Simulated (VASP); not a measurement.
A run of VASP 6.6.1:

INCAR

```
SYSTEM = P
ALGO = Normal ; EDIFF = 1E-6
ENCUT = 520 ; GGA = CA
ISIF = 2 ; ISMEAR = 0
LASPH = .TRUE. ; LCHARG = .FALSE.
LREAL = .FALSE. ; LWAVE = .FALSE.
NBANDS = 12 ; NELM = 80
PREC = Accurate ; SIGMA = 0.15
```

KPOINTS

```
k-points
0
G
  18 18 18
  0 0 0
```

File POSCAR:

```
P
1.0
    1.7257251780      0.9963478961      3.1296800121
   -1.7257251780      0.9963478961      3.1296800121
    0.0000000000     -1.9926957921      3.1296800121
P
2
Direct
    0.2270802500      0.2270802500      0.2270802500
    0.7729197500      0.7729197500      0.7729197500
```

Potentials or basis: VASP PAW LDA potentials, release 64 (P).

Launch:

```console
$ cat potpaw_LDA.64/P/POTCAR > POTCAR
$ mpirun -np 1 vasp_std > vasp.out
```

Hardware: 1 thread of Intel(R) Xeon(R) Platinum 8259CL CPU @ 2.50GHz (Skylake/Cascade Lake), with other jobs on the host.

How long does it take, and how much memory?

It took 2.2 min on 1 thread of Intel(R) Xeon(R) Platinum 8259CL CPU @ 2.50GHz (Skylake/Cascade Lake) (shared host), peak memory 0.27 GiB. Counts: scf iterations 11, k points 580.
